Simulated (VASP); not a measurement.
KCl: single point with r2SCAN

Crystal: KCl.

```
K Cl
1.0
     3.77117    0.08127    0.00000
     0.08127    3.77117    0.00000
     0.00000    0.00000    3.77117
K Cl
1 1
Cartesian
  0.0000 0.0000 0.0000
  1.9262 1.9262 1.8856
```

This cell differs from its parent crystal: shear xy strain +4.3%.

```yaml
Program: VASP 6.6.1
Task: single point
Functional: r2SCAN
Potentials_or_basis: VASP PAW PBE potentials, release 64 (K_sv, Cl)
Cutoff: 520 eV
k_mesh: 8 × 8 × 8
Occupations: gaussian, width 0.01 eV
Spin: no spin polarisation
```

```yaml
Pressure: 0.0 GPa
Band_gap_on_the_k_mesh: 5.81 eV, indirect (least direct gap 6.00 eV)
```

Stress tensor (GPa, compression positive):
```
 0.01 -0.36  0.00
-0.36  0.01  0.00
 0.00  0.00  0.02
```

Levels at points of the mesh, in eV from the valence-band top:
```csv
k point,band 5,band 6,band 7,band 8,band 9,band 10,band 11,band 12
"(0.00, 0.00, 0.00)",-11.69,-0.24,-0.22,-0.19,5.81,7.09,7.11,11.48
"(0.50, 0.00, 0.00)",-11.53,-1.90,-0.24,-0.24,8.57,8.73,9.31,10.84
"(0.50, 0.50, 0.00)",-11.62,-1.34,-1.25,0.00,6.87,8.10,9.71,9.76
"(0.00, 0.00, 0.50)",-11.55,-1.90,-0.30,-0.17,8.57,8.74,9.30,10.85
"(0.50, 0.00, 0.50)",-11.62,-1.29,-1.29,0.00,6.86,8.08,9.74,9.75
"(0.50, 0.50, 0.50)",-11.86,-1.47,-1.45,-1.44,9.45,9.68,9.92,10.78
```

Wall time 3.6 min on 1 thread of Intel(R) Xeon(R) Platinum 8488C (Sapphire Rapids), on a shared host, peak memory 0.22 GiB.

Caveat: the cell differs from its parent crystal (shear xy strain +4.3%); the PAW data sets were made with another functional, which shifts forces and pressure a little. A k mesh can miss the band edges.
